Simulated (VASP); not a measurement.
**YMg3: single point with LDA**

The system is YMg3.

```
Y Mg
1.0
     5.16157    0.00000    0.00000
     2.58079    4.47005    0.00000
     2.58079    1.49002    4.21441
Y Mg
1 3
Direct
  0.00000 0.00000 0.00000
  0.25000 0.25000 0.25000
  0.50000 0.50000 0.50000
  0.75000 0.75000 0.75000
```

```
Program                : VASP 6.6.1
Task                   : single point
Functional             : LDA
Potentials or basis    : VASP PAW LDA potentials, release 64 (Y_sv, Mg)
Cutoff                 : 520 eV
k mesh                 : 6 × 6 × 6
Occupations            : methfessel-paxton, width 0.1 eV
Spin                   : no spin polarisation
Dipole correction      : no
Further INCAR settings : ALGO = Normal; EDIFF = 1e-06; NBANDS = 16
```

| Item | Value |
| --- | --- |
| Pressure | -2.8 GPa |

Levels at points of the mesh, in eV from the Fermi level:
```tsv
k point	band 4	band 5	band 6	band 7	band 8	band 9	band 10	band 11	band 12	band 13
(0.00, 0.00, 0.00)	-22.85	-6.31	-0.62	-0.62	-0.62	0.87	0.87	2.02	2.02	2.02
(0.50, 0.00, 0.00)	-22.85	-4.17	-4.09	-0.80	-0.80	0.93	1.50	1.50	1.51	1.66
(0.50, 0.50, 0.00)	-22.85	-3.67	-3.33	-2.10	-0.67	-0.67	-0.02	1.62	1.62	1.77
```

It took 70 s on 1 thread of AMD EPYC 7R43 64-Core Processor (Zen 3) (shared host), peak memory 0.17 GiB.
